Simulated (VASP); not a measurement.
# Li4SiN (P-6m2) in VASP: notebook, part 2 of 2

VASP 6.6.1.

## Step 5: Single point, PBE

This run uses another cell than the first one, of 14.04 Å³/atom.

Input file INCAR:

```
ALGO = Normal
EDIFF = 1E-6
ENCUT = 520
GGA = PE
ISIF = 2
ISMEAR = 0
LASPH = True
LCHARG = False
LREAL = False
LWAVE = False
NBANDS = 20
NELM = 60
PREC = Accurate
SIGMA = 0.1
```

Input file KPOINTS:

```
k-points
0
Gamma
  12 12 8
```

Input file POSCAR:

```
Li4SiN
1.0
    4.4690736432      0.0000000000      0.0000000000
   -2.2345368216      3.8703313064      0.0000000000
    0.0000000000      0.0000000000      4.8712477693
Li Si N
4 1 1
Direct
    0.1721947876      0.8278052124      0.0000000000
    0.1721947876      0.3443895752      0.0000000000
    0.6556104248      0.8278052124      0.0000000000
    0.0000000000      0.0000000000      0.5000000000
    0.3333333333      0.6666666667      0.5000000000
    0.6666666667      0.3333333333      0.0000000000
```

Launch:

```console
> cat potpaw_PBE.64/Li_sv/POTCAR potpaw_PBE.64/Si/POTCAR potpaw_PBE.64/N/POTCAR > POTCAR
> mpirun -np 1 vasp_std > vasp.out
```

Wall time 4.9 min (1 thread of AMD EPYC 7R13, shared host); peak memory 0.26 GiB.

The run converged. Its results:

* Free energy: -18.0622 eV
* Largest force: 0.008 eV/Å
* Band gap on the k mesh: zero (an odd number of electrons rules out a gap without spin polarisation)

Forces on the atoms (eV/Å):
```
Li  -0.007  0.004  0.000
Li   0.000 -0.008  0.000
Li   0.007  0.004  0.000
Li   0.000  0.000  0.000
Si   0.000  0.000  0.000
N    0.000  0.000  0.000
```

Levels at points of the mesh, in eV from the Fermi level:
| k point | band 7 | band 8 | band 9 | band 10 | band 11 | band 12 | band 13 | band 14 |
| --- | --- | --- | --- | --- | --- | --- | --- | --- |
| (0.00, 0.00, 0.00) | -2.85 | -2.11 | -2.11 | 0.74 | 0.74 | 0.91 | 1.00 | 3.50 |
| (0.50, 0.00, 0.00) | -2.53 | -2.22 | -1.38 | -0.69 | -0.58 | 0.55 | 1.85 | 2.77 |
| (0.00, 0.00, 0.50) | -2.01 | -2.01 | -1.82 | -0.58 | 0.58 | 0.58 | 1.08 | 4.87 |
| (0.50, 0.00, 0.50) | -3.05 | -2.61 | -1.87 | -0.44 | -0.27 | 0.24 | 1.79 | 4.38 |

Caveat: the cutoff is under 1.25 times the usual one of these potentials, so pressure, stress and relaxed cells hold a basis-set (Pulay) error.

## Step 6: Single point, PBE, collinear spin, ferromagnetic start

Input file INCAR:

```
SYSTEM = Li4SiN
ALGO = Normal
EDIFF = 1E-6
ENCUT = 520
GGA = PE
ISIF = 2
ISMEAR = 0
ISPIN = 2
LASPH = .True.
LCHARG = .True.
LELF = .True.
LORBIT = 11
LREAL = .False.
LVHAR = .True.
LWAVE = .False.
MAGMOM = 0 0 0 0 0 1
NBANDS = 24
NELM = 150
PREC = Accurate
SIGMA = 0.1
```

Input file KPOINTS:

```
k-points
0
Gamma
  6 6 4
  0 0 0
```

Input file POSCAR:

```
Li4SiN
1.0
    4.1958565300      0.0000000000      0.0000000000
   -2.0979282700      3.6337183500      0.0000000000
    0.0000000000      0.0000000000      4.9854133100
Li Si N
4 1 1
Direct
    0.1743706600      0.8256293400      0.0000000000
    0.1743706600      0.3487413200      0.0000000000
    0.6512586800      0.8256293400      0.0000000000
    0.0000000000      0.0000000000      0.5000000000
    0.3333333300      0.6666666700      0.5000000000
    0.6666666700      0.3333333300      0.0000000000
```

Potentials or basis: VASP PAW PBE potentials, release 64 (Li_sv, Si, N).

Launch:

```console
> cat potpaw_PBE.64/Li_sv/POTCAR potpaw_PBE.64/Si/POTCAR potpaw_PBE.64/N/POTCAR > POTCAR
> mpirun -np 1 vasp_std > vasp.out
```

Run time: 2.4 min. Hardware: 1 thread of AMD EPYC 7R13, shared host; peak memory 0.22 GiB.

The run converged. Its results:

```
Free energy                                           : -17.8261 eV
Largest force                                         : 0.470 eV/Å
Net moment                                            : 0.01 μB per cell
Valence electrons inside the program's atomic spheres : Li 2.14, 2.12 (each value once); Si 1.62; N 3.49
```

Forces in eV/Å, atoms in the order of the input:
```
Li  -0.407  0.235  0.000
Li   0.000 -0.470  0.000
Li   0.407  0.235  0.000
Li   0.000  0.000  0.000
Si   0.000  0.000  0.000
N    0.000  0.000  0.000
```

Levels at points of the mesh, in eV from the Fermi level:
Spin up:
| k point | band 7 | band 8 | band 9 | band 10 | band 11 | band 12 | band 13 | band 14 |
| --- | --- | --- | --- | --- | --- | --- | --- | --- |
| (0.00, 0.00, 0.00) | -3.53 | -2.49 | -2.49 | 1.02 | 1.02 | 1.04 | 1.36 | 3.75 |
| (0.50, 0.00, 0.00) | -2.74 | -2.46 | -1.77 | -0.94 | -0.84 | 0.50 | 1.99 | 2.86 |
| (0.00, 0.00, 0.50) | -2.43 | -2.43 | -1.85 | -0.75 | 0.88 | 0.88 | 1.39 | 5.30 |
| (0.50, 0.00, 0.50) | -3.28 | -2.92 | -2.21 | -0.29 | -0.20 | 0.21 | 2.00 | 4.48 |
Spin down:
| k point | band 6 | band 7 | band 8 | band 9 | band 10 | band 11 | band 12 | band 13 | band 14 | band 15 |
| --- | --- | --- | --- | --- | --- | --- | --- | --- | --- | --- |
| (0.00, 0.00, 0.00) | -7.13 | -3.53 | -2.49 | -2.49 | 1.02 | 1.02 | 1.05 | 1.36 | 3.75 | 5.88 |
| (0.50, 0.00, 0.00) | -6.84 | -2.74 | -2.46 | -1.76 | -0.94 | -0.83 | 0.50 | 1.99 | 2.87 | 4.81 |
| (0.00, 0.00, 0.50) | -7.65 | -2.43 | -2.43 | -1.85 | -0.74 | 0.88 | 0.88 | 1.39 | 5.30 | 5.36 |
| (0.50, 0.00, 0.50) | -6.80 | -3.27 | -2.91 | -2.21 | -0.29 | -0.21 | 0.22 | 2.00 | 4.48 | 5.90 |

Caveat: the cutoff is under 1.25 times the usual one of these potentials, so pressure, stress and relaxed cells hold a basis-set (Pulay) error.

## Step 7: The runs side by side

```tsv
task	spin	cell	k mesh	cutoff (eV)	gap on the mesh (eV)	largest force (eV/Å)
single point	off	a = 4.196, b = 4.196, c = 4.985 Å, angles 90.0, 90.0, 120.0°, 6 atoms, atomic positions A	6 × 6 × 4	520	none	0.47
single point	off	a = 4.455, b = 4.455, c = 4.877 Å, angles 90.0, 90.0, 120.0°, 6 atoms, atomic positions B	6 × 6 × 4	520	none	0.03
relaxation of cell and atoms	off	relaxed from a = 4.196, b = 4.196, c = 4.985 Å, angles 90.0, 90.0, 120.0°, 6 atoms, atomic positions A	6 × 6 × 4	600	none	0.01
single point	off	a = 4.469, b = 4.469, c = 4.871 Å, angles 90.0, 90.0, 120.0°, 6 atoms, atomic positions B	12 × 12 × 8	520	none	0.01
single point	collinear, ferromagnetic start	a = 4.196, b = 4.196, c = 4.985 Å, angles 90.0, 90.0, 120.0°, 6 atoms, atomic positions A	6 × 6 × 4	520	none	0.47
```

Alike in all rows: level PBE; potentials or basis VASP PAW PBE potentials, release 64 (Li_sv, Si, N); smearing gaussian 0.1 eV.

Caveats: the cutoff is under 1.25 times the usual one of these potentials, so pressure, stress and relaxed cells hold a basis-set (Pulay) error.

Total energies depend on the potentials used, so only differences within one code and one set of settings carry meaning.
